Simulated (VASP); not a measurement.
# CuAu: relaxation of cell and atoms with PBEsol

CuAu:

```
Au Cu
1.0
     2.81075    0.00000    0.00000
     0.00000    2.81075    0.00000
     0.00000    0.00000    3.68500
Au Cu
1 1
Direct
  0.00000 0.00000 0.00000
  0.50000 0.50000 0.50000
```

```yaml
Program: VASP 6.6.1
Task: relaxation of cell and atoms
Functional: PBEsol
Potentials_or_basis: VASP PAW PBE potentials, release 64 (Au, Cu)
Cutoff: 600 eV
k_mesh: 9 × 9 × 7
Occupations: fermi-dirac, width 0.05 eV
Spin: no spin polarisation
Target_pressure: 20 GPa
Dipole_correction: no
Further_INCAR_settings: ALGO = Normal; EDIFF = 1e-06; IBRION = 2; EDIFFG = -0.02; NSW = 80; ISIF = 3
```

The relaxed volume is 12.97 Å³/atom, the relaxed cell is a = 2.722 Å, b = 2.722 Å, c = 3.499 Å, α = 90.00°, β = 90.00°, γ = 90.00° and the space group after relaxing (to 0.1 Å) is P4/mmm (No. 123). The energy change on relaxing (the run minimises the enthalpy) is +66.8 meV/atom. The ionic steps are 8. The pressure after relaxing is 20.0 GPa and the band gap on the k mesh is zero (bands 11 and 12 overlap by 5.98 eV).

The path:
| step | energy change (eV) | largest force (eV/Å) | pressure (GPa) | volume (Å³) |
| --- | --- | --- | --- | --- |
| 1 | 0.0000 | 0.0000 | -3.83 | 29.11 |
| 2 | 2.0486 | 0.0000 | 120.90 | 20.91 |
| 3 | 0.1085 | 0.0000 | 18.03 | 26.16 |
| 4 | 0.1242 | 0.0000 | 19.34 | 26.03 |
| 5 | 0.1325 | 0.0000 | 20.08 | 25.96 |
| 6 | 0.1323 | 0.0000 | 20.24 | 25.95 |
| 7 | 0.1335 | 0.0000 | 20.30 | 25.94 |
| 8 | 0.1336 | 0.0000 | 20.03 | 25.93 |

Final structure:
```xyz
2
Lattice="2.7225 0.0000 0.0000 0.0000 2.7225 0.0000 0.0000 0.0000 3.4991" Properties=species:S:1:pos:R:3 pbc="T T T"
Au    0.0000    0.0000    0.0000
Cu    1.3612    1.3612    1.7496
```

Levels at points of the mesh, in eV from the Fermi level:
```
           k point  band 7  band 8  band 9  band 10  band 11  band 12  band 13  band 14  band 15
(0.00, 0.00, 0.00)   -3.23   -2.37   -1.85    -1.58    -1.58     2.17     9.48    10.14    10.14
```

Run time: 76 s on 1 thread of Intel(R) Xeon(R) Platinum 8488C (Sapphire Rapids) (shared host), peak memory 0.19 GiB.

Caveat: the cell is relaxed towards a set pressure, so the run minimises the enthalpy, not the energy; the PAW data sets were made with another functional, which shifts forces and pressure a little; spin-orbit coupling is left out, which moves the levels of the heavy elements.
